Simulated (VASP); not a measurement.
Crystal: TiB2.

```
Ti B
1.0
     4.07840    0.00000    0.00000
    -2.03920    3.53200    0.00000
     0.00000    0.00000    4.93159
Ti B
2 4
Direct
  0.33333 0.66667 0.25000
  0.66667 0.33333 0.75000
  0.00000 0.00000 0.00000
  0.00000 0.00000 0.50000
  0.66667 0.33333 0.25000
  0.33333 0.66667 0.75000
```

The cell was built from a structure type or drawn by symmetry, and may not be a known phase.

| Quantity | Value |
| --- | --- |
| Program | VASP 6.6.1 |
| Task | relaxation of cell and atoms |
| Functional | PBE |
| Potentials or basis | VASP PAW PBE potentials, release 64 (Ti_sv, B) |
| Cutoff | 600 eV |
| k mesh | 6 × 6 × 4 |
| Occupations | gaussian, width 0.1 eV |
| Spin | no spin polarisation |

At the start: pressure -27.3 GPa; volume 11.84 Å³/atom.

Q: How do energy, volume and symmetry change on relaxing?

A: Over 7 steps the energy falls by 296.6 meV/atom and the volume is 9.35 Å³/atom (-21.1 %); space group P6_3/mmc (No. 194, to 0.1 Å) before and after.

Step by step:
```
step  energy change (eV)  largest force (eV/Å)  pressure (GPa)  volume (Å³)
   1              0.0000                0.0000          -27.31        71.04
   2             -1.5987                0.0000           14.14        52.20
   3             -1.7279                0.0000            1.05        55.43
   4             -1.7728                0.0000            1.29        55.57
   5             -1.7775                0.0000            1.50        55.63
   6             -1.7787                0.0000           -0.96        56.38
   7             -1.7796                0.0000            0.00        56.08
```

Final structure:
```xyz
6
Lattice="3.8711 0.0000 0.0000 -1.9355 3.3524 0.0000 0.0000 0.0000 4.3212" Properties=species:S:1:pos:R:3 pbc="T T T"
Ti    0.0000    2.2350    1.0803
Ti    1.9355    1.1175    3.2409
B     0.0000    0.0000    4.3212
B     0.0000    0.0000    2.1606
B     1.9355    1.1175    1.0803
B     0.0000    2.2350    3.2409
```

Caveat: the volume moved by over 15 % at a fixed basis, so the end points are rough.
